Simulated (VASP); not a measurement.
# Lu (P6_3/mmc) in VASP: further runs

Runs on Lu. Level: r2SCAN. Tasks: single point.

All numbers are computed with VASP 6.6.1; they aren't measurements. Logs are shortened: lines on timing, memory, paths and dates and some standing lists are left out, and cuts for length are marked.

## (1) The cell of the first run

The structure is hexagonal, space group P6_3/mmc (No. 194). Conventional cell: a = 3.091 Å, b = 3.091 Å, c = 4.859 Å, α = 90.00°, β = 90.00°, γ = 120.00°. Within 4.0 Å of Lu (site symmetry -6m2) lie 12 Lu at 3.01 to 3.09 Å.

## (2) Single point, r2SCAN

Contents of POSCAR:

```
Lu
1.0
    3.0911988161      0.0000000000      0.0000000000
   -1.5455994080      2.6770567028      0.0000000000
    0.0000000000      0.0000000000      4.8592906907
Lu
2
Direct
    0.6666666667      0.3333333333      0.7500000000
    0.3333333333      0.6666666667      0.2500000000
```

Contents of INCAR.step1:

```
SYSTEM = Lu
ALGO = Normal ; EDIFF = 1E-4
ENCUT = 520 ; GGA = PE
ISMEAR = -1 ; LASPH = .True.
LCHARG = .False. ; LREAL = .False.
LWAVE = .True. ; NBANDS = 32
NELM = 100 ; PREC = Accurate
SIGMA = 0.05
```

Contents of INCAR.step2:

```
SYSTEM = Lu
ALGO = Normal ; EDIFF = 1E-7
ENCUT = 520 ; ISIF = 2
ISMEAR = -1 ; ISTART = 1
LASPH = .True. ; LCHARG = .False.
LMIXTAU = .True. ; LREAL = .False.
LWAVE = .False. ; METAGGA = R2SCAN
NBANDS = 32 ; NELM = 100
PREC = Accurate ; SIGMA = 0.05
```

Contents of KPOINTS:

```
k-points
0
Gamma
  9 9 5
  0 0 0
```

Potentials or basis: VASP PAW PBE potentials, release 64 (Lu).

Launch:

```
> cat potpaw_PBE.64/Lu/POTCAR > POTCAR
> cp INCAR.step1 INCAR
> mpirun -np 1 vasp_std > vasp.out
> cp INCAR.step2 INCAR
> mpirun -np 1 vasp_std > vasp.out
```

OUTCAR:

```text
SYSTEM = Lu
   EDIFF = 1E-7
   ENCUT = 520
   ISIF = 2
   ISMEAR = -1
   ISTART = 1
   LASPH = .True.
   LREAL = .False.
   METAGGA = R2SCAN
   NELM = 100
   PREC = Accurate

 ion  position               nearest neighbor table
   1  0.667  0.333  0.750-   2 3.01   2 3.01   2 3.01   2 3.01   2 3.01   2 3.01
   2  0.333  0.667  0.250-   1 3.01   1 3.01   1 3.01   1 3.01   1 3.01   1 3.01

  LATTYP: Found a hexagonal cell.
 ALAT       =     3.0911988161
 C/A-ratio  =     1.5719761102

  Lattice vectors:

 A1 = (   3.0911988161,   0.0000000000,   0.0000000000)
 A2 = (  -1.5455994080,   2.6770567028,   0.0000000000)
 A3 = (   0.0000000000,   0.0000000000,   4.8592906907)

Analysis of symmetry for initial positions (statically):
=====================================================================
 Subroutine PRICEL returns:
 Original cell was already a primitive cell.

 Routine SETGRP: Setting up the symmetry group for a
 hexagonal supercell.

 Subroutine GETGRP returns: Found 24 space group operations
 (whereof 12 operations were pure point group operations)
 out of a pool of 24 trial point group operations.

The static configuration has the point symmetry D_3d.
 The point group associated with its full space group is D_6h.

Analysis of symmetry for dynamics (positions and initial velocities):
=====================================================================
 Subroutine PRICEL returns:
 Original cell was already a primitive cell.

 Routine SETGRP: Setting up the symmetry group for a
 hexagonal supercell.

 Subroutine GETGRP returns: Found 24 space group operations
 (whereof 12 operations were pure point group operations)
 out of a pool of 24 trial point group operations.

The dynamic configuration has the point symmetry D_3d.
 The point group associated with its full space group is D_6h.

 Subroutine INISYM returns: Found 24 space group operations
 (whereof 12 operations are pure point group operations),
 and found     1 'primitive' translations

----------------------------------------------------------------------------------------

                                     Primitive cell

  volume of cell :      40.2122

  direct lattice vectors                    reciprocal lattice vectors
     3.091198816  0.000000000  0.000000000     0.323499089  0.186772286  0.000000000
    -1.545599408  2.677056703  0.000000000     0.000000000  0.373544572  0.000000000
     0.000000000  0.000000000  4.859290691     0.000000000  0.000000000  0.205791352

  length of vectors
     3.091198816  3.091198816  4.859290691     0.373544572  0.373544572  0.205791352

[... 79 lines left out ...]
   NELM   =    100;   NELMIN=  2; NELMDL=  0     # of ELM steps
   EDIFF  = 0.1E-06   stopping-criterion for ELM
   LREAL  =      F    real-space projection
   EDIFFG = 0.1E-05   stopping-criterion for IOM
   NSW    =      0    number of steps for IOM
   IBRION =     -1    ionic relax: 0-MD 1-quasi-New 2-CG
   NFREE  =      0    steps in history (QN), initial steepest desc. (CG)
   ISIF   =      2    stress and relaxation
   ISYM   =      2    0-nonsym 1-usesym 2-fastsym
   POTIM  = 0.5000    time-step for ionic-motion
   TEBEG  =    0.0;   TEEND  =   0.0 temperature during run
   PSTRESS=    0.0 pullay stress
   NELECT =      50.0000    total number of electrons
   NUPDOWN=      -1.0000    fix difference up-down
   EMIN   =  10.00;   EMAX   =-10.00  energy-range for DOS
   EFERMI =   0.00;   METHOD = LEGACY
   ISMEAR =    -1;   SIGMA  =   0.05  broadening in eV -4-tet -1-fermi 0-gaus
   EFERMI_NEDOS =   21; number of points for ismear=-14 and -15
   IALGO  =     38    algorithm
   IMIX   =      4    mixing-type and parameters
     AMIX     =   0.40;   BMIX     =  1.00
     AMIX_MAG =   1.60;   BMIX_MAG =  1.00
  volume/ion in A,a.u.               =      20.11       135.68
  Fermi-wavevector in a.u.,A,eV,Ry     =   1.760404  3.326681 42.164762  3.099023
  Thomas-Fermi vector in A             =   2.829177
   LORBIT       =      0    0 simple, 1 ext, 2 COOP (PROOUT), +10 PAW based schemes
   METAGGA = R2SCAN    functional components
   LHFCALC =     F    Hartree Fock is set to
   AEXX    =    0.0000 exact exchange contribution
   IVDW    =     0    specifies the selected vdW correction
   LEPSILON=     F    determine dielectric tensor
   LRPA    =     F    only Hartree local field effects (RPA)
 non-spin polarized calculation
  energy-cutoff  :      520.00
  volume of cell :       40.21
 maximum number of plane-waves:      1096
 NGX is ok and might be reduce to    24
   NGX = 11   NGY = 11   NGZ = 19

 number of electron      50.0000008 magnetization

 Free energy of the ion-electron system (eV)
  ---------------------------------------------------
  ext. energy  EPLUGINS =         0.00000000
  ---------------------------------------------------
  free energy    TOTEN  =       -74.72117686 eV

  energy without entropy =      -74.70611646  energy(sigma->0) =      -74.71364666

 E-fermi :   3.7607     XC(G=0): -13.7711

 val. band max:        3.7554415437   @ k =   0.4444  -0.0000   0.2000
 cond. band min:       3.7912551259   @ k =   0.2222   0.2222   0.4000
 fundamental gap:      0.0358135822
 Fermi energy:         3.7607416920

 k-point     1 :       0.0000    0.0000    0.0000
  band No.  band energies     occupation
      1     -53.5313      2.00000
      2     -53.3436      2.00000
      3     -24.5340      2.00000
      4     -23.1100      2.00000
      5     -23.1100      2.00000
      6     -22.8689      2.00000
[... 829 lines left out ...]
     31      11.8987      0.00000
     32      11.8988      0.00000

 [... further k-points ...]

------------------------ aborting loop because EDIFF is reached ----------------------------------------

  FORCE on cell =-STRESS in cart. coord.  units (eV):
  Direction    XX          YY          ZZ          XY          YZ          ZX
  --------------------------------------------------------------------------------------
  -------------------------------------------------------------------------------------
  Total        7.7574486      7.7574486      7.8439381      0.0000000      0.0000000      0.0000000
  in kB      309.0808501    309.0808501    312.5268633      0.0000000      0.0000000      0.0000000
  external PRESSURE =     310.2295211 kB  Pullay stress =       0.0000000 kB

 VOLUME and BASIS-vectors are now :
 -----------------------------------------------------------------------------
  energy-cutoff  :      520.00
  volume of cell :       40.21
      direct lattice vectors                 reciprocal lattice vectors
     3.091198816  0.000000000  0.000000000     0.323499089  0.186772286  0.000000000
    -1.545599408  2.677056703  0.000000000     0.000000000  0.373544572  0.000000000
     0.000000000  0.000000000  4.859290691     0.000000000  0.000000000  0.205791352

 POSITION                                       TOTAL-FORCE (eV/Angst)
 -----------------------------------------------------------------------------------
      1.54560      0.89235      3.64447         0.000000     -0.000000      0.000000
     -0.00000      1.78470      1.21482        -0.000000      0.000000      0.000000
 -----------------------------------------------------------------------------------
    total drift:                               -0.000000      0.000000     -0.000000

  FREE ENERGIE OF THE ION-ELECTRON SYSTEM (eV)
  ---------------------------------------------------
  free  energy   TOTEN  =       -74.7211768560 eV

  energy  without entropy=      -74.7061164622  energy(sigma->0) =      -74.71364666
```

OUTCAR.step1:

```text
SYSTEM = Lu
   EDIFF = 1E-4
   ENCUT = 520
   GGA = PE
   ISMEAR = -1
   LASPH = .True.
   LREAL = .False.
[... 1063 lines left out ...]
      1.54560      0.89235      3.64447         0.000000     -0.000000      0.000000
     -0.00000      1.78470      1.21482         0.000000      0.000000      0.000000
 -----------------------------------------------------------------------------------
    total drift:                               -0.000000      0.000000     -0.000000

  FREE ENERGIE OF THE ION-ELECTRON SYSTEM (eV)
  ---------------------------------------------------
  free  energy   TOTEN  =        -7.6749091041 eV

  energy  without entropy=       -7.6589283617  energy(sigma->0) =       -7.66691873
```

Run time: 2.4 min. Hardware: 1 thread of Intel Xeon Platinum 8559C (Emerald Rapids), shared host; peak memory 0.19 GiB.

What came out:

```
Free energy            : -74.7212 eV
Pressure               : 31.0 GPa
Band gap on the k mesh : zero (bands 25 and 26 overlap by 2.93 eV)
```

Stress tensor (GPa, compression positive):
```
30.91  0.00  0.00
 0.00 30.91  0.00
 0.00  0.00 31.25
```

Levels at points of the mesh, in eV from the Fermi level:
```csv
k point,band 21,band 22,band 23,band 24,band 25,band 26,band 27,band 28,band 29,band 30
"(0.00, 0.00, 0.00)",-4.56,-4.51,-4.50,-3.20,2.34,2.67,2.67,3.27,3.87,3.87
```

Caveat: the cell stands under pressure; the PAW data sets were made with another functional, which shifts forces and pressure a little; spin-orbit coupling is left out, which moves the levels of the heavy elements.

## (3) Single point, r2SCAN

This run uses another cell than the first one, of 21.95 Å³/atom.

Contents of POSCAR:

```
Lu
1.0
    3.1880721505      0.0000000000      0.0000000000
   -1.5940360753      2.7609514714      0.0000000000
    0.0000000000      0.0000000000      4.9870428025
Lu
2
Direct
    0.6666666667      0.3333333333      0.7500000000
    0.3333333333      0.6666666667      0.2500000000
```

Contents of INCAR.step1:

```
PREC = Accurate
ENCUT = 520
ISMEAR = -1
SIGMA = 0.05
LREAL = False
LASPH = True
NELM = 80
NBANDS = 32
GGA = PE
ALGO = Normal
EDIFF = 1E-4
LWAVE = True
LCHARG = False
```

Contents of INCAR.step2:

```
PREC = Accurate
ENCUT = 520
EDIFF = 1E-6
ISMEAR = -1
SIGMA = 0.05
LREAL = False
LASPH = True
NELM = 80
ALGO = Normal
ISIF = 2
LWAVE = False
LCHARG = False
METAGGA = R2SCAN
LMIXTAU = True
NBANDS = 32
ISTART = 1
```

Contents of KPOINTS:

```
regular mesh
0
Gamma
  9 9 5
```

Potentials or basis: VASP PAW PBE potentials, release 64 (Lu).

Launch:

```
> cat potpaw_PBE.64/Lu/POTCAR > POTCAR
> cp INCAR.step1 INCAR
> mpirun -np 1 vasp_std > vasp.out
> cp INCAR.step2 INCAR
> mpirun -np 1 vasp_std > vasp.out
```

Wall time 2.1 min (1 thread of Intel Xeon Platinum 8559C (Emerald Rapids), shared host); peak memory 0.2 GiB.

The run converged. Its results:

```
Free energy            : -75.3166 eV
Pressure               : 20.8 GPa
Band gap on the k mesh : zero (bands 25 and 26 overlap by 2.45 eV)
```

Stress tensor (GPa, compression positive):
```
20.81  0.00  0.00
 0.00 20.81  0.00
 0.00  0.00 20.68
```

Levels at points of the mesh, in eV from the Fermi level:
| k point | band 23 | band 24 | band 25 | band 26 | band 27 | band 28 |
| --- | --- | --- | --- | --- | --- | --- |
| (0.00, 0.00, 0.00) | -4.57 | -2.99 | 1.81 | 2.63 | 2.63 | 3.25 |

Caveat: the cell stands under pressure; the PAW data sets were made with another functional, which shifts forces and pressure a little; spin-orbit coupling is left out, which moves the levels of the heavy elements.

[end of part 1 of 2]
